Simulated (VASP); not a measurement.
# Si2W (MoSi2 type) (I4/mmm) in VASP: a series of runs, part 2 of 3

VASP 6.6.1. Earlier steps stand in the parts before.

## (3) Single point, LDA (volume scaled by 0.62)

The input, INCAR:

```
  ALGO = Normal
  EDIFF = 1E-6
  ENCUT = 520
  ISIF = 2
  ISMEAR = -1
  LASPH = T
  LCHARG = F
  LREAL = F
  LWAVE = F
  NBANDS = 18
  NELM = 100
  PREC = Accurate
  SIGMA = 0.08
```

The input, KPOINTS:

```
k-points
0
Gamma
  14 14 14
```

The input, POSCAR:

```
Si2W
1.0
   -1.3367861967      1.3367861967      3.4193683881
    1.3367861967     -1.3367861967      3.4193683881
    1.3367861967      1.3367861967     -3.4193683881
W Si
1 2
Direct
    0.0000000000      0.0000000000      0.0000000000
    0.3287140480      0.3287140480      0.0000000000
   -0.3287140480     -0.3287140480      0.0000000000
```

Potentials or basis: VASP PAW LDA potentials, release 64 (W_sv, Si).

The run is started by

```
$ cat potpaw_LDA.64/W_sv/POTCAR potpaw_LDA.64/Si/POTCAR > POTCAR
$ mpirun -np 1 vasp_std > vasp.out
```

OUTCAR:

```text
EDIFF = 1E-6
   ENCUT = 520
   ISIF = 2
   ISMEAR = -1
   LASPH = T
   LREAL = F
   NELM = 100
   PREC = Accurate

 ion  position               nearest neighbor table
   1  0.000  0.000  0.000-   3 2.22   3 2.22   3 2.22   2 2.22   3 2.22   2 2.22   2 2.22   2 2.22
                             2 2.25   3 2.25
   2  0.329  0.329  0.000-   3 2.18   3 2.18   3 2.18   3 2.18   1 2.22   1 2.22   1 2.22   1 2.22
                             1 2.25   3 2.34
   3  0.671  0.671  0.000-   2 2.18   2 2.18   2 2.18   2 2.18   1 2.22   1 2.22   1 2.22   1 2.22
                             1 2.25   2 2.34

  LATTYP: Found a body centered tetragonal cell.
 ALAT       =     2.6735723934
 C/A-ratio  =     2.5579022259

  Lattice vectors:

 A1 = (  -1.3367861967,   1.3367861967,   3.4193683881)
 A2 = (   1.3367861967,  -1.3367861967,   3.4193683881)
 A3 = (   1.3367861967,   1.3367861967,  -3.4193683881)

Analysis of symmetry for initial positions (statically):
=====================================================================
 Subroutine PRICEL returns:
 Original cell was already a primitive cell.

 Routine SETGRP: Setting up the symmetry group for a
 body centered tetragonal supercell.

 Subroutine GETGRP returns: Found 16 space group operations
 (whereof 16 operations were pure point group operations)
 out of a pool of 16 trial point group operations.

The static configuration has the point symmetry D_4h.

Analysis of symmetry for dynamics (positions and initial velocities):
=====================================================================
 Subroutine PRICEL returns:
 Original cell was already a primitive cell.

 Routine SETGRP: Setting up the symmetry group for a
 body centered tetragonal supercell.

 Subroutine GETGRP returns: Found 16 space group operations
 (whereof 16 operations were pure point group operations)
 out of a pool of 16 trial point group operations.

[... 114 lines left out ...]
   NUPDOWN=      -1.0000    fix difference up-down
   EMIN   =  10.00;   EMAX   =-10.00  energy-range for DOS
   EFERMI =   0.00;   METHOD = LEGACY
   ISMEAR =    -1;   SIGMA  =   0.08  broadening in eV -4-tet -1-fermi 0-gaus
   EFERMI_NEDOS =   21; number of points for ismear=-14 and -15
   IALGO  =     38    algorithm
   IMIX   =      4    mixing-type and parameters
     AMIX     =   0.40;   BMIX     =  1.00
     AMIX_MAG =   1.60;   BMIX_MAG =  1.00
  volume/ion in A,a.u.               =       8.15        54.98
  Fermi-wavevector in a.u.,A,eV,Ry     =   1.580662  2.987019 33.994070  2.498494
  Thomas-Fermi vector in A             =   2.680856
   LORBIT       =      0    0 simple, 1 ext, 2 COOP (PROOUT), +10 PAW based schemes
   GGA     = CA    functional components
   LHFCALC =     F    Hartree Fock is set to
   AEXX    =    0.0000 exact exchange contribution
   IVDW    =     0    specifies the selected vdW correction
   LEPSILON=     F    determine dielectric tensor
   LRPA    =     F    only Hartree local field effects (RPA)
 non-spin polarized calculation
  energy-cutoff  :      520.00
  volume of cell :       24.44
 maximum number of plane-waves:       675
 NGX is ok and might be reduce to    30
   NGX = 15   NGY = 15   NGZ = 15

 number of electron      21.9999999 magnetization

 Free energy of the ion-electron system (eV)
  ---------------------------------------------------
  ext. energy  EPLUGINS =         0.00000000
  ---------------------------------------------------
  free energy    TOTEN  =       -17.57742069 eV

  energy without entropy =      -17.57249578  energy(sigma->0) =      -17.57495824

 E-fermi :  20.7585     XC(G=0): -15.2215

 val. band max:       20.7375264442   @ k =  -0.4286   0.4286   0.2857
 cond. band min:      20.8040585108   @ k =  -0.3571   0.5000   0.2857
 fundamental gap:      0.0665320665
 Fermi energy:        20.7584870473

 k-point     1 :       0.0000    0.0000    0.0000
  band No.  band energies     occupation
      1     -51.8703      2.00000
      2     -17.3430      2.00000
      3     -16.4629      2.00000
      4     -16.4629      2.00000
      5       2.1297      2.00000
      6      10.1195      2.00000
[... 481 lines left out ...]
      5       5.1771      2.00000
      6      10.8315      2.00000
[... 10 lines left out ...]
     17      30.8912      0.00000
     18      32.8371      0.00000

 [... further k-points ...]
[... 5 lines left out ...]
  --------------------------------------------------------------------------------------
  -------------------------------------------------------------------------------------
  Total       47.5627534     47.5627534     47.5985779      0.0000000      0.0000000      0.0000000
  in kB     3117.7966172   3117.7966172   3120.1449606      0.0000000      0.0000000      0.0000000
  external PRESSURE =    3118.5793984 kB  Pullay stress =       0.0000000 kB

 VOLUME and BASIS-vectors are now :
 -----------------------------------------------------------------------------
  energy-cutoff  :      520.00
  volume of cell :       24.44
      direct lattice vectors                 reciprocal lattice vectors
    -1.336786197  1.336786197  3.419368388     0.000000000  0.374031391  0.146225836
     1.336786197 -1.336786197  3.419368388     0.374031391  0.000000000  0.146225836
     1.336786197  1.336786197 -3.419368388     0.374031391  0.374031391  0.000000000

 POSITION                                       TOTAL-FORCE (eV/Angst)
 -----------------------------------------------------------------------------------
      0.00000      0.00000      0.00000        -0.000000     -0.000000      0.000000
      0.00000      0.00000      2.24799         0.000000      0.000000     -0.060103
      0.00000      0.00000      4.59075        -0.000000     -0.000000      0.060103
 -----------------------------------------------------------------------------------
    total drift:                                0.000000      0.000000     -0.000000

  FREE ENERGIE OF THE ION-ELECTRON SYSTEM (eV)
  ---------------------------------------------------
  free  energy   TOTEN  =       -17.5774206949 eV

  energy  without entropy=      -17.5724957771  energy(sigma->0) =      -17.57495824
```

OSZICAR:

```text
N       E                     dE             d eps       ncg     rms          rms(c)
DAV:   1     0.150482597111E+03    0.15048E+03   -0.11213E+04  8784   0.133E+03
DAV:   2    -0.138504315032E+02   -0.16433E+03   -0.16024E+03 10090   0.355E+02
DAV:   3    -0.184663135383E+02   -0.46159E+01   -0.45815E+01 10458   0.540E+01
DAV:   4    -0.184931863064E+02   -0.26873E-01   -0.26858E-01 10396   0.434E+00
DAV:   5    -0.184933403487E+02   -0.15404E-03   -0.15404E-03 10118   0.343E-01    0.629E+01
DAV:   6    -0.178221395848E+02    0.67120E+00   -0.84392E-01  9812   0.821E+00    0.312E+01
DAV:   7    -0.175884140551E+02    0.23373E+00   -0.88354E-02  9486   0.249E+00    0.480E+00
DAV:   8    -0.175777924282E+02    0.10622E-01   -0.55141E-03 10210   0.635E-01    0.368E-01
DAV:   9    -0.175774740592E+02    0.31837E-03   -0.34142E-04 10134   0.148E-01    0.185E-01
DAV:  10    -0.175774212654E+02    0.52794E-04   -0.77179E-05 10000   0.688E-02    0.685E-02
DAV:  11    -0.175774206949E+02    0.57044E-06   -0.40803E-06  9742   0.165E-02
   1 F= -.17577421E+02 E0= -.17574958E+02  d E =-.492492E-02
```

stdout:

```text
POSCAR found type information on POSCAR W Si
 POSCAR found :  2 types and       3 ions
 scaLAPACK will be used
 LDA part: xc-table for (Slater(with rela. corr.)+CA(PZ))
 , standard interpolation
 POSCAR, INCAR and KPOINTS ok, starting setup
 FFT: planning ... GRIDC
 FFT: planning ... GRID_SOFT
 FFT: planning ... GRID
 WAVECAR not read
 entering main loop
```

It took 60 s on 1 thread of AMD EPYC 9R45 (Zen 5), shared host; peak memory 0.21 GiB.

Results:

* Free energy: -17.5774 eV
* Pressure: 311.9 GPa
* Largest force: 0.060 eV/Å
* Band gap on the k mesh: zero (band 11 reaches 22.70 eV, above the bottom of band 12 at 19.91 eV)

Forces on the atoms (eV/Å):
```
W    0.000  0.000  0.000
Si   0.000  0.000 -0.060
Si   0.000  0.000  0.060
```

Levels at points of the mesh, in eV from the Fermi level:
```csv
k point,band 7,band 8,band 9,band 10,band 11,band 12,band 13,band 14,band 15,band 16
"(0.00, 0.00, 0.00)",-6.63,-4.24,-4.24,-3.27,0.35,1.69,6.06,6.06,6.98,7.62
"(0.50, 0.00, 0.00)",-8.41,-5.53,-5.35,-4.05,-1.25,4.05,4.18,5.69,7.27,7.74
"(0.50, 0.50, 0.00)",-8.28,-7.27,-6.35,-5.07,-0.21,4.54,4.69,5.98,6.53,6.54
"(0.50, 0.50, 0.50)",-7.57,-5.08,-1.06,-1.06,-0.07,-0.07,2.11,5.60,5.86,9.08
```

Caveat: spin-orbit coupling is left out, which moves the levels of the heavy elements.

## (4) Single point, LDA (volume scaled by 0.62, level accurate)

The input, INCAR:

```
  PREC = Accurate
  ENCUT = 520
  EDIFF = 1E-6
  ISMEAR = -1
  SIGMA = 0.08
  LREAL = False
  LASPH = True
  NELM = 80
  ALGO = Normal
  ISIF = 2
  LWAVE = False
  LCHARG = False
  GGA = CA
  NBANDS = 18
```

The input, KPOINTS:

```
Automatic mesh
0
Gamma
  14 14 14
```

POSCAR is that of step 3.

Potentials or basis: VASP PAW LDA potentials, release 64 (W_sv, Si).

The run is started by

```
$ cat potpaw_LDA.64/W_sv/POTCAR potpaw_LDA.64/Si/POTCAR > POTCAR
$ mpirun -np 1 vasp_std > vasp.out
```

OUTCAR:

```text
PREC = Accurate
   ENCUT = 520
   EDIFF = 1E-6
   ISMEAR = -1
   LREAL = False
   LASPH = True
   NELM = 80
   ISIF = 2
   GGA = CA

 ion  position               nearest neighbor table
   1  0.000  0.000  0.000-   3 2.22   3 2.22   3 2.22   2 2.22   3 2.22   2 2.22   2 2.22   2 2.22
                             2 2.25   3 2.25
   2  0.329  0.329  0.000-   3 2.18   3 2.18   3 2.18   3 2.18   1 2.22   1 2.22   1 2.22   1 2.22
                             1 2.25   3 2.34
   3  0.671  0.671  0.000-   2 2.18   2 2.18   2 2.18   2 2.18   1 2.22   1 2.22   1 2.22   1 2.22
                             1 2.25   2 2.34

  LATTYP: Found a body centered tetragonal cell.
 ALAT       =     2.6735723934
 C/A-ratio  =     2.5579022259

  Lattice vectors:

 A1 = (  -1.3367861967,   1.3367861967,   3.4193683881)
 A2 = (   1.3367861967,  -1.3367861967,   3.4193683881)
 A3 = (   1.3367861967,   1.3367861967,  -3.4193683881)

Analysis of symmetry for initial positions (statically):
=====================================================================
 Subroutine PRICEL returns:
 Original cell was already a primitive cell.

 Routine SETGRP: Setting up the symmetry group for a
 body centered tetragonal supercell.

 Subroutine GETGRP returns: Found 16 space group operations
 (whereof 16 operations were pure point group operations)
 out of a pool of 16 trial point group operations.

The static configuration has the point symmetry D_4h.

Analysis of symmetry for dynamics (positions and initial velocities):
=====================================================================
 Subroutine PRICEL returns:
 Original cell was already a primitive cell.

 Routine SETGRP: Setting up the symmetry group for a
 body centered tetragonal supercell.

 Subroutine GETGRP returns: Found 16 space group operations
 (whereof 16 operations were pure point group operations)
 out of a pool of 16 trial point group operations.

The dynamic configuration has the point symmetry D_4h.

 Subroutine INISYM returns: Found 16 space group operations
 (whereof 16 operations are pure point group operations),
 and found     1 'primitive' translations

----------------------------------------------------------------------------------------

                                     Primitive cell

  volume of cell :      24.4416

  direct lattice vectors                    reciprocal lattice vectors
    -1.336786197  1.336786197  3.419368388     0.000000000  0.374031391  0.146225836
     1.336786197 -1.336786197  3.419368388     0.374031391  0.000000000  0.146225836
     1.336786197  1.336786197 -3.419368388     0.374031391  0.374031391  0.000000000

  length of vectors
     3.907182469  3.907182469  3.907182469     0.401598651  0.401598651  0.528960265

  position of ions in fractional coordinates (direct lattice)
     0.000000000  0.000000000  0.000000000
     0.328714048  0.328714048  0.000000000
     0.671285952  0.671285952  0.000000000

  ion indices of the primitive-cell ions
   primitive index   ion index
                 1           1
                 2           2
                 3           3

----------------------------------------------------------------------------------------

 KPOINTS: Automatic mesh

Automatic generation of k-mesh.
 Grid dimensions read from file:
 generate k-points for:   14   14   14

 Generating k-lattice:

  Cartesian coordinates                     Fractional coordinates (reciprocal lattice)
     0.000000000  0.026716528  0.010444703     0.071428571  0.000000000  0.000000000
     0.026716528  0.000000000  0.010444703     0.000000000  0.071428571  0.000000000
     0.026716528  0.026716528  0.000000000     0.000000000  0.000000000  0.071428571

  Length of vectors
     0.028685618  0.028685618  0.037782876

  Shift w.r.t. Gamma in fractional coordinates (k-lattice)
     0.000000000  0.000000000  0.000000000

 Subroutine IBZKPT returns following result:
 ===========================================

 Found    244 irreducible k-points:

 Following reciprocal coordinates:
            Coordinates               Weight
  0.000000  0.000000  0.000000      1.000000
  0.071429 -0.000000  0.000000      8.000000
  0.142857 -0.000000  0.000000      8.000000
  0.214286 -0.000000  0.000000      8.000000
  0.285714 -0.000000  0.000000      8.000000
  0.357143 -0.000000  0.000000      8.000000
[... 16 lines left out ...]
  0.214286  0.142857  0.000000     16.000000
  0.285714  0.142857  0.000000     16.000000
 [... further k-points ...]
   k-points           NKPTS =    244   k-points in BZ     NKDIM =    244   number of bands    NBANDS=     18
   number of dos      NEDOS =    301   number of ions     NIONS =      3
   total plane-waves  NPLWV =  27000
   dimension x,y,z NGX =    30 NGY =   30 NGZ =   30
   dimension x,y,z NGXF=    60 NGYF=   60 NGZF=   60
   ions per type =               1   2
   NGX,Y,Z   is equivalent  to a cutoff of  12.76, 12.76, 12.76 a.u.
   NGXF,Y,Z  is equivalent  to a cutoff of  25.53, 25.53, 25.53 a.u.
 SYSTEM =  unknown system
   PREC   = accura    normal or accurate (medium, high low for compatibility)
   ISTART =      0    job   : 0-new  1-cont  2-samecut
   ICHARG =      2    charge: 1-file 2-atom 10-const
   ISPIN  =      1    spin polarized calculation?
   LNONCOLLINEAR =      F non collinear calculations
   LSORBIT =      F    spin-orbit coupling
   LASPH  =      T    aspherical Exc in radial PAW
   ENCUT  =  520.0 eV  38.22 Ry    6.18 a.u.   7.26  7.26  7.26*2*pi/ulx,y,z
   NELM   =     80;   NELMIN=  2; NELMDL= -5     # of ELM steps
   EDIFF  = 0.1E-05   stopping-criterion for ELM
   LREAL  =      F    real-space projection
   EDIFFG = 0.1E-04   stopping-criterion for IOM
   NSW    =      0    number of steps for IOM
   IBRION =     -1    ionic relax: 0-MD 1-quasi-New 2-CG
   NFREE  =      0    steps in history (QN), initial steepest desc. (CG)
   ISIF   =      2    stress and relaxation
   ISYM   =      2    0-nonsym 1-usesym 2-fastsym
   POTIM  = 0.5000    time-step for ionic-motion
   TEBEG  =    0.0;   TEEND  =   0.0 temperature during run
   PSTRESS=    0.0 pullay stress
   NELECT =      22.0000    total number of electrons
   NUPDOWN=      -1.0000    fix difference up-down
   EMIN   =  10.00;   EMAX   =-10.00  energy-range for DOS
   EFERMI =   0.00;   METHOD = LEGACY
   ISMEAR =    -1;   SIGMA  =   0.08  broadening in eV -4-tet -1-fermi 0-gaus
   EFERMI_NEDOS =   21; number of points for ismear=-14 and -15
   IALGO  =     38    algorithm
   IMIX   =      4    mixing-type and parameters
     AMIX     =   0.40;   BMIX     =  1.00
     AMIX_MAG =   1.60;   BMIX_MAG =  1.00
  volume/ion in A,a.u.               =       8.15        54.98
  Fermi-wavevector in a.u.,A,eV,Ry     =   1.580662  2.987019 33.994070  2.498494
  Thomas-Fermi vector in A             =   2.680856
   LORBIT       =      0    0 simple, 1 ext, 2 COOP (PROOUT), +10 PAW based schemes
   GGA     = CA    functional components
   LHFCALC =     F    Hartree Fock is set to
   AEXX    =    0.0000 exact exchange contribution
   IVDW    =     0    specifies the selected vdW correction
   LEPSILON=     F    determine dielectric tensor
   LRPA    =     F    only Hartree local field effects (RPA)
 non-spin polarized calculation
  energy-cutoff  :      520.00
  volume of cell :       24.44
 maximum number of plane-waves:       675
 NGX is ok and might be reduce to    30
   NGX = 15   NGY = 15   NGZ = 15

 number of electron      21.9999999 magnetization

 Free energy of the ion-electron system (eV)
  ---------------------------------------------------
  ext. energy  EPLUGINS =         0.00000000
  ---------------------------------------------------
  free energy    TOTEN  =       -17.57742069 eV

  energy without entropy =      -17.57249578  energy(sigma->0) =      -17.57495824

 E-fermi :  20.7585     XC(G=0): -15.2215

 val. band max:       20.7375264442   @ k =  -0.4286   0.4286   0.2857
 cond. band min:      20.8040585108   @ k =  -0.3571   0.5000   0.2857
 fundamental gap:      0.0665320665
 Fermi energy:        20.7584870473

 k-point     1 :       0.0000    0.0000    0.0000
  band No.  band energies     occupation
      1     -51.8703      2.00000
      2     -17.3430      2.00000
      3     -16.4629      2.00000
      4     -16.4629      2.00000
      5       2.1297      2.00000
      6      10.1195      2.00000
[... 10 lines left out ...]
     17      29.8027      0.00000
     18      29.8027      0.00000
[... 463 lines left out ...]
 k-point    24 :       0.2857    0.1429    0.0000
  band No.  band energies     occupation
      1     -51.7852      2.00000
      2     -17.4045      2.00000
      3     -17.2399      2.00000
      4     -16.6663      2.00000
      5       5.1771      2.00000
      6      10.8315      2.00000
[... 10 lines left out ...]
     17      30.8912      0.00000
     18      32.8371      0.00000

 [... further k-points ...]
[... 5 lines left out ...]
  --------------------------------------------------------------------------------------
  -------------------------------------------------------------------------------------
  Total       47.5627534     47.5627534     47.5985779      0.0000000      0.0000000      0.0000000
  in kB     3117.7966172   3117.7966172   3120.1449606      0.0000000      0.0000000      0.0000000
  external PRESSURE =    3118.5793984 kB  Pullay stress =       0.0000000 kB

 VOLUME and BASIS-vectors are now :
 -----------------------------------------------------------------------------
  energy-cutoff  :      520.00
  volume of cell :       24.44
      direct lattice vectors                 reciprocal lattice vectors
    -1.336786197  1.336786197  3.419368388     0.000000000  0.374031391  0.146225836
     1.336786197 -1.336786197  3.419368388     0.374031391  0.000000000  0.146225836
     1.336786197  1.336786197 -3.419368388     0.374031391  0.374031391  0.000000000

 POSITION                                       TOTAL-FORCE (eV/Angst)
 -----------------------------------------------------------------------------------
      0.00000      0.00000      0.00000        -0.000000     -0.000000      0.000000
      0.00000      0.00000      2.24799         0.000000      0.000000     -0.060103
      0.00000      0.00000      4.59075        -0.000000     -0.000000      0.060103
 -----------------------------------------------------------------------------------
    total drift:                                0.000000      0.000000     -0.000000

  FREE ENERGIE OF THE ION-ELECTRON SYSTEM (eV)
  ---------------------------------------------------
  free  energy   TOTEN  =       -17.5774206949 eV

  energy  without entropy=      -17.5724957771  energy(sigma->0) =      -17.57495824
```

It took 76 s on 1 thread of AMD EPYC 9R45 (Zen 5), shared host; peak memory 0.2 GiB.

Results:

```yaml
Free_energy: -17.5774 eV
Pressure: 311.9 GPa
Largest_force: 0.060 eV/Å
Band_gap_on_the_k_mesh: zero (band 11 reaches 22.70 eV, above the bottom of band 12 at 19.91 eV)
```

Forces in eV/Å, atoms in the order of the input:
```
W    0.000  0.000  0.000
Si   0.000  0.000 -0.060
Si   0.000  0.000  0.060
```

Caveat: spin-orbit coupling is left out, which moves the levels of the heavy elements.

[end of part 2 of 3]
